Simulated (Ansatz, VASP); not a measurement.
## One calculation of CsI, two programs

Contents of INCAR:

```
SYSTEM = CsI
PREC = Accurate ; ENCUT = 500
EDIFF = 1E-6 ; ISMEAR = 0
SIGMA = 0.01 ; LREAL = .FALSE.
LASPH = .TRUE. ; NELM = 120
ALGO = Normal ; ISIF = 2
LWAVE = .FALSE. ; LCHARG = .FALSE.
GGA = PE ; NBANDS = 15
GGA_COMPAT = .FALSE.
```

The input KPOINTS:

```
Automatic mesh
0
G
  4 4 4
  0 0 0
```

File POSCAR:

```
CsI
1.0
    4.5667000000      0.0000000000      0.0000000000
    0.0000000000      4.5667000000      0.0000000000
    0.0000000000      0.0000000000      4.5667000000
Cs I
1 1
Direct
    0.0000000000      0.0000000000      0.0000000000
    0.5000000000      0.5000000000      0.5000000000
```

Input for Ansatz:

```yaml
crystal:
  lattice:
    - [4.5667, 0.0, 0.0]
    - [0.0, 4.5667, 0.0]
    - [0.0, 0.0, 4.5667]
  atoms:
    - { symbol: Cs, position: [0.0, 0.0, 0.0] }
    - { symbol: I, position: [0.5, 0.5, 0.5] }
basis:
  ecutwfc: 557.833418042754
kpoints:
  mp_grid:
    grid: [4, 4, 4]
hamiltonian:
  xc: pbe
scf:
  occupations:
    method: fixed
output:
  eigenvalues: true
```

Alike in both runs: task single point; functional PBE; k mesh 4 × 4 × 4; no spin polarisation.

|  | VASP | Ansatz |
| --- | --- | --- |
| version | VASP 6.6.1 | Ansatz 0.2.0 |
| potentials or method | VASP PAW PBE potentials, release 64 (Cs_sv, I), cutoff 500 eV | plane waves, PAW |
| occupations | gaussian, width 0.01 eV | fixed |
| valence electrons in the cell | 16 | 26 |

|  | VASP | Ansatz | Ansatz less VASP |
| --- | --- | --- | --- |
| gap on the k mesh at the Fermi level (eV) | 3.87 | 3.89 | +0.014 |

VASP's potentials hold 16 valence electrons a cell and Ansatz's 26, so a difference there can come from the potentials and not from the codes.

Spin-orbit coupling is off throughout.
